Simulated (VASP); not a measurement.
# Cu (Fm-3m) in VASP: notebook

The runs below take Cu through single point, with PBE.

Program: VASP 6.6.1. These are calculated values, not measurements. Logs are shortened: lines on timing, memory, paths and dates and some standing lists are left out, and cuts for length are marked.

### 1 The cell of the first run

The structure is cubic, space group Fm-3m (No. 225). The conventional cell has a = 3.615 Å, b = 3.615 Å, c = 3.615 Å, α = 90.00°, β = 90.00°, γ = 90.00°. Cu (site symmetry m-3m) has 12 Cu at 2.56 Å within 3.4 Å.

### 2 Single point, PBE

INCAR

```
ALGO = Normal
EDIFF = 1E-6
ENCUT = 520
GGA = PE
ISIF = 2
ISMEAR = -1
LASPH = T
LCHARG = F
LREAL = F
LWAVE = F
NBANDS = 12
NELM = 80
PREC = Accurate
SIGMA = 0.1
```

KPOINTS

```
k-points
0
Gamma
  14 14 14
```

POSCAR

```
Cu
1.0
    0.0000000000      1.8075000000      1.8075000000
    1.8075000000      0.0000000000      1.8075000000
    1.8075000000      1.8075000000      0.0000000000
Cu
1
Direct
    0.0000000000      0.0000000000      0.0000000000
```

Potentials or basis: VASP PAW PBE potentials, release 64 (Cu).

Command:

```sh
$ cat potpaw_PBE.64/Cu/POTCAR > POTCAR
$ mpirun -np 1 vasp_std > vasp.out
```

OUTCAR:

```text
EDIFF = 1E-6
   ENCUT = 520
   GGA = PE
   ISIF = 2
   ISMEAR = -1
   LASPH = T
   LREAL = F
   NELM = 80
   PREC = Accurate

 ion  position               nearest neighbor table
   1  0.000  0.000  0.000-

  LATTYP: Found a face centered cubic cell.
 ALAT       =     3.6150000000

  Lattice vectors:

 A1 = (   0.0000000000,   1.8075000000,   1.8075000000)
 A2 = (   1.8075000000,   0.0000000000,   1.8075000000)
 A3 = (   1.8075000000,   1.8075000000,   0.0000000000)

Analysis of symmetry for initial positions (statically):
=====================================================================
 Subroutine PRICEL returns:
 Original cell was already a primitive cell.

 Routine SETGRP: Setting up the symmetry group for a
 face centered cubic supercell.

 Subroutine GETGRP returns: Found 48 space group operations
 (whereof 48 operations were pure point group operations)
 out of a pool of 48 trial point group operations.

The static configuration has the point symmetry O_h .

Analysis of symmetry for dynamics (positions and initial velocities):
=====================================================================
 Subroutine PRICEL returns:
 Original cell was already a primitive cell.

 Routine SETGRP: Setting up the symmetry group for a
 face centered cubic supercell.

 Subroutine GETGRP returns: Found 48 space group operations
 (whereof 48 operations were pure point group operations)
 out of a pool of 48 trial point group operations.

The dynamic configuration has the point symmetry O_h .

 Subroutine INISYM returns: Found 48 space group operations
 (whereof 48 operations are pure point group operations),
 and found     1 'primitive' translations

----------------------------------------------------------------------------------------

                                     Primitive cell

  volume of cell :      11.8104

  direct lattice vectors                    reciprocal lattice vectors
     0.000000000  1.807500000  1.807500000    -0.276625173  0.276625173  0.276625173
     1.807500000  0.000000000  1.807500000     0.276625173 -0.276625173  0.276625173
     1.807500000  1.807500000  0.000000000     0.276625173  0.276625173 -0.276625173

  length of vectors
     2.556191014  2.556191014  2.556191014     0.479128854  0.479128854  0.479128854

  position of ions in fractional coordinates (direct lattice)
     0.000000000  0.000000000  0.000000000

  ion indices of the primitive-cell ions
   primitive index   ion index
                 1           1

----------------------------------------------------------------------------------------

 KPOINTS: k-points

Automatic generation of k-mesh.
 Grid dimensions read from file:
 generate k-points for:   14   14   14

 Generating k-lattice:

  Cartesian coordinates                     Fractional coordinates (reciprocal lattice)
    -0.019758941  0.019758941  0.019758941     0.071428571  0.000000000  0.000000000
     0.019758941 -0.019758941  0.019758941     0.000000000  0.071428571  0.000000000
     0.019758941  0.019758941 -0.019758941     0.000000000  0.000000000  0.071428571

  Length of vectors
     0.034223490  0.034223490  0.034223490

  Shift w.r.t. Gamma in fractional coordinates (k-lattice)
     0.000000000  0.000000000  0.000000000

 Subroutine IBZKPT returns following result:
 ===========================================

 Found    104 irreducible k-points:

 Following reciprocal coordinates:
            Coordinates               Weight
  0.000000  0.000000  0.000000      1.000000
  0.071429  0.000000  0.000000      8.000000
  0.142857  0.000000  0.000000      8.000000
  0.214286  0.000000  0.000000      8.000000
  0.285714  0.000000  0.000000      8.000000
  0.357143  0.000000  0.000000      8.000000
[... 16 lines left out ...]
  0.214286  0.142857  0.000000     24.000000
  0.285714  0.142857  0.000000     24.000000
 [... further k-points ...]
   k-points           NKPTS =    104   k-points in BZ     NKDIM =    104   number of bands    NBANDS=     12
   number of dos      NEDOS =    301   number of ions     NIONS =      1
   total plane-waves  NPLWV =   8000
   dimension x,y,z NGX =    20 NGY =   20 NGZ =   20
   dimension x,y,z NGXF=    40 NGYF=   40 NGZF=   40
   ions per type =               1
   NGX,Y,Z   is equivalent  to a cutoff of  13.01, 13.01, 13.01 a.u.
   NGXF,Y,Z  is equivalent  to a cutoff of  26.01, 26.01, 26.01 a.u.
 SYSTEM =  unknown system
   PREC   = accura    normal or accurate (medium, high low for compatibility)
   ISTART =      0    job   : 0-new  1-cont  2-samecut
   ICHARG =      2    charge: 1-file 2-atom 10-const
   ISPIN  =      1    spin polarized calculation?
   LNONCOLLINEAR =      F non collinear calculations
   LSORBIT =      F    spin-orbit coupling
   LASPH  =      T    aspherical Exc in radial PAW
   ENCUT  =  520.0 eV  38.22 Ry    6.18 a.u.   4.75  4.75  4.75*2*pi/ulx,y,z
   NELM   =     80;   NELMIN=  2; NELMDL= -5     # of ELM steps
   EDIFF  = 0.1E-05   stopping-criterion for ELM
   LREAL  =      F    real-space projection
   EDIFFG = 0.1E-04   stopping-criterion for IOM
   NSW    =      0    number of steps for IOM
   IBRION =     -1    ionic relax: 0-MD 1-quasi-New 2-CG
   NFREE  =      0    steps in history (QN), initial steepest desc. (CG)
   ISIF   =      2    stress and relaxation
   ISYM   =      2    0-nonsym 1-usesym 2-fastsym
   POTIM  = 0.5000    time-step for ionic-motion
   TEBEG  =    0.0;   TEEND  =   0.0 temperature during run
   PSTRESS=    0.0 pullay stress
   NELECT =      11.0000    total number of electrons
   NUPDOWN=      -1.0000    fix difference up-down
   EMIN   =  10.00;   EMAX   =-10.00  energy-range for DOS
   EFERMI =   0.00;   METHOD = LEGACY
   ISMEAR =    -1;   SIGMA  =   0.10  broadening in eV -4-tet -1-fermi 0-gaus
   EFERMI_NEDOS =   21; number of points for ismear=-14 and -15
   IALGO  =     38    algorithm
   IMIX   =      4    mixing-type and parameters
     AMIX     =   0.40;   BMIX     =  1.00
     AMIX_MAG =   1.60;   BMIX_MAG =  1.00
  volume/ion in A,a.u.               =      11.81        79.70
  Fermi-wavevector in a.u.,A,eV,Ry     =   1.598763  3.021224 34.777078  2.556043
  Thomas-Fermi vector in A             =   2.696162
   LORBIT       =      0    0 simple, 1 ext, 2 COOP (PROOUT), +10 PAW based schemes
   GGA     = PE    functional components
   LHFCALC =     F    Hartree Fock is set to
   AEXX    =    0.0000 exact exchange contribution
   IVDW    =     0    specifies the selected vdW correction
   LEPSILON=     F    determine dielectric tensor
   LRPA    =     F    only Hartree local field effects (RPA)
 non-spin polarized calculation
  energy-cutoff  :      520.00
  volume of cell :       11.81
 maximum number of plane-waves:       332
   NGX =  9   NGY =  9   NGZ =  9

 number of electron      11.0000001 magnetization

 Free energy of the ion-electron system (eV)
  ---------------------------------------------------
  ext. energy  EPLUGINS =         0.00000000
  ---------------------------------------------------
  free energy    TOTEN  =        -3.73138359 eV

  energy without entropy =       -3.72140226  energy(sigma->0) =       -3.72639293

 E-fermi :   7.5538     XC(G=0): -12.7260

 val. band max:        7.4579771125   @ k =   0.5000   0.2857   0.1429
 cond. band min:       7.5943156173   @ k =   0.5000   0.2143   0.0714
 fundamental gap:      0.1363385049
 Fermi energy:         7.5538162029

 k-point     1 :       0.0000    0.0000    0.0000
  band No.  band energies     occupation
      1      -1.7658      2.00000
      2       4.5574      2.00000
      3       4.5574      2.00000
      4       4.5574      2.00000
      5       5.3794      2.00000
      6       5.3794      2.00000
      7      30.1797      0.00000
      8      32.8239      0.00000
      9      32.8239      0.00000
     10      32.8239      0.00000
     11      35.3154      0.00000
     12      35.3154      0.00000

 k-point     2 :       0.0714    0.0000    0.0000
  band No.  band energies     occupation
      1      -1.5801      2.00000
      2       4.5184      2.00000
      3       4.5920      2.00000
      4       4.5920      2.00000
      5       5.3660      2.00000
      6       5.3660      2.00000
      7      28.9744      0.00000
      8      31.1809      0.00000
      9      32.2743      0.00000
     10      32.2743      0.00000
     11      36.1251      0.00000
     12      36.1251      0.00000

 k-point     3 :       0.1429    0.0000    0.0000
  band No.  band energies     occupation
      1      -1.0337      2.00000
      2       4.4201      2.00000
      3       4.6714      2.00000
      4       4.6714      2.00000
      5       5.3489      2.00000
      6       5.3489      2.00000
      7      25.4673      0.00000
      8      30.7262      0.00000
      9      31.4127      0.00000
     10      31.4127      0.00000
     11      37.1794      0.00000
     12      37.5300      0.00000
[... 286 lines left out ...]
 k-point    23 :       0.2143    0.1429    0.0000
  band No.  band energies     occupation
      1      -0.1569      2.00000
      2       4.1511      2.00000
      3       4.8385      2.00000
      4       4.8924      2.00000
      5       5.1329      2.00000
      6       5.5406      2.00000
      7      24.6995      0.00000
      8      27.0907      0.00000
      9      28.3108      0.00000
     10      30.3173      0.00000
     11      32.8898      0.00000
     12      39.4910      0.00000

 k-point    24 :       0.2857    0.1429    0.0000
  band No.  band energies     occupation
      1       0.7543      2.00000
      2       4.0433      2.00000
      3       4.7070      2.00000
      4       4.9330      2.00000
      5       5.4050      2.00000
      6       5.6569      2.00000
      7      21.1112      0.00000
      8      26.3206      0.00000
      9      27.7129      0.00000
     10      29.5029      0.00000
     11      34.0177      0.00000
     12      38.8276      0.00000

 [... further k-points ...]
[... 5 lines left out ...]
  --------------------------------------------------------------------------------------
  -------------------------------------------------------------------------------------
  Total        0.1745831      0.1745831      0.1745831     -0.0000000     -0.0000000      0.0000000
  in kB       23.6836032     23.6836032     23.6836032     -0.0000000     -0.0000000      0.0000000
  external PRESSURE =      23.6836032 kB  Pullay stress =       0.0000000 kB

 VOLUME and BASIS-vectors are now :
 -----------------------------------------------------------------------------
  energy-cutoff  :      520.00
  volume of cell :       11.81
      direct lattice vectors                 reciprocal lattice vectors
     0.000000000  1.807500000  1.807500000    -0.276625173  0.276625173  0.276625173
     1.807500000  0.000000000  1.807500000     0.276625173 -0.276625173  0.276625173
     1.807500000  1.807500000  0.000000000     0.276625173  0.276625173 -0.276625173

 POSITION                                       TOTAL-FORCE (eV/Angst)
 -----------------------------------------------------------------------------------
      0.00000      0.00000      0.00000         0.000000      0.000000      0.000000
 -----------------------------------------------------------------------------------
    total drift:                                0.000000     -0.000000      0.000000

  FREE ENERGIE OF THE ION-ELECTRON SYSTEM (eV)
  ---------------------------------------------------
  free  energy   TOTEN  =        -3.7313835909 eV

  energy  without entropy=       -3.7214022643  energy(sigma->0) =       -3.72639293
```

Run time: 18 s. Hardware: 1 thread of Intel Xeon 8259CL, shared host; peak memory 0.13 GiB.

What came out:

- Free energy: -3.7314 eV
- Pressure: 2.4 GPa

### 3 Single point, PBE

INCAR

```
SYSTEM = Cu
  PREC = Accurate
  ENCUT = 520
  EDIFF = 1E-6
  ISMEAR = -1
  SIGMA = 0.1
  LREAL = .False.
  LASPH = .True.
  NELM = 80
  ALGO = Normal
  ISIF = 2
  LWAVE = .False.
  LCHARG = .False.
  GGA = PE
  NBANDS = 12
```

KPOINTS

```
regular mesh
0
Gamma
  14 14 14
  0 0 0
```

POSCAR is that of step 2.

Potentials or basis: VASP PAW PBE potentials, release 64 (Cu).

Command:

```sh
$ cat potpaw_PBE.64/Cu/POTCAR > POTCAR
$ mpirun -np 1 vasp_std > vasp.out
```

It took 21 s on 1 thread of Intel Xeon 8259CL, shared host; peak memory 0.13 GiB.

Results (log left out):

* Free energy: -3.7314 eV
* Pressure: 2.4 GPa

Levels at points of the mesh, in eV from the Fermi level:
```tsv
k point	band 4	band 5	band 6	band 7	band 8	band 9
(0.00, 0.00, 0.00)	-3.00	-2.17	-2.17	22.63	25.27	25.27
(0.50, 0.00, 0.00)	-1.61	-1.61	-0.97	3.79	21.12	22.10
(0.50, 0.50, 0.00)	-1.46	-1.46	1.53	7.14	13.11	13.11
```
